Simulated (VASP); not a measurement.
## BN (Qingsongite): single point with PBE

Crystal: BN (Qingsongite).

```
CELL_PARAMETERS angstrom
0.00000 1.80750 1.80750
1.80750 0.00000 1.80750
1.80750 1.80750 0.00000
ATOMIC_POSITIONS crystal
B 0.00000 0.00000 0.00000
N 0.25000 0.25000 0.25000
```

| Quantity | Value |
| --- | --- |
| Program | VASP 6.6.1 |
| Task | single point |
| Functional | PBE |
| Potentials or basis | VASP PAW PBE potentials, release 64 (B, N) |
| Cutoff | 600 eV |
| k mesh | 8 × 8 × 8 |
| Occupations | gaussian, width 0.01 eV |
| Spin | no spin polarisation |
| Dipole correction | no |
| Further INCAR settings | ALGO = Normal; EDIFF = 1e-06; NBANDS = 11 |

```json
{
  "Pressure": "3.0 GPa",
  "Band gap on the k mesh": "4.46 eV, indirect (least direct gap 8.82 eV)"
}
```

Levels at points of the mesh, in eV from the valence-band top:
| k point | band 1 | band 2 | band 3 | band 4 | band 5 | band 6 | band 7 | band 8 | band 9 |
| --- | --- | --- | --- | --- | --- | --- | --- | --- | --- |
| (0.00, 0.00, 0.00) | -20.23 | 0.00 | 0.00 | 0.00 | 8.82 | 8.82 | 8.82 | 10.35 | 24.75 |
| (0.50, 0.00, 0.00) | -16.01 | -10.69 | -1.94 | -1.94 | 10.15 | 10.71 | 10.71 | 15.26 | 23.46 |
| (0.50, 0.50, 0.00) | -14.65 | -8.92 | -4.90 | -4.90 | 4.46 | 9.23 | 17.92 | 17.92 | 20.78 |

Wall time 9.9 s on 1 thread of AMD EPYC 7R13, with other jobs on the host, peak memory 0.09 GiB.

A k mesh can miss the band edges. A hybrid or GW would open this gap; PBE tends to underestimate it.
